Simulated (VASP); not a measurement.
Write the native input for VASP 6.6.1 that does the following.

| Item | Value |
| --- | --- |
| Task | single point |
| Functional | PBE |
| Potentials or basis | VASP PAW PBE potentials, release 64 (B, As) |
| Cutoff | 500 eV |
| k mesh | 4 × 4 × 4 |
| Occupations | gaussian, width 0.01 eV |
| Spin | no spin polarisation |
| Dipole correction | no |
| Further INCAR settings | ALGO = Normal; EDIFF = 1e-06; NBANDS = 11 |

The structure of BAs lies in POSCAR:

```
BAs
1.0
    0.0000000000      2.3700000000      2.3700000000
    2.3700000000      0.0000000000      2.3700000000
    2.3700000000      2.3700000000      0.0000000000
B As
1 1
Direct
    0.0000000000      0.0000000000      0.0000000000
    0.2500000000      0.2500000000      0.2500000000
```

One way to write it, as run:

INCAR

```
PREC = Accurate
ENCUT = 500
EDIFF = 1E-6
ISMEAR = 0
SIGMA = 0.01
LREAL = False
LASPH = True
NELM = 120
ALGO = Normal
ISIF = 2
LWAVE = False
LCHARG = True
GGA = PE
LELF = True
LVHAR = True
NBANDS = 11
GGA_COMPAT = False
```

KPOINTS

```
Automatic mesh
0
Gamma
  4 4 4
```

Potentials or basis: VASP PAW PBE potentials, release 64 (B, As).

Run with:

```bash
$ cat potpaw_PBE.64/B/POTCAR potpaw_PBE.64/As/POTCAR > POTCAR
$ mpirun -np 1 vasp_std > vasp.out
```

Results of the run:

The pressure is 7.7 GPa and the band gap on the k mesh is 1.38 eV, indirect (least direct gap 3.29 eV).

Caveat: the k points lie up to 0.57 Å⁻¹ apart.

Run time: 7.8 s on 1 thread of AMD EPYC 7R13, with other jobs on the host, peak memory 0.1 GiB.
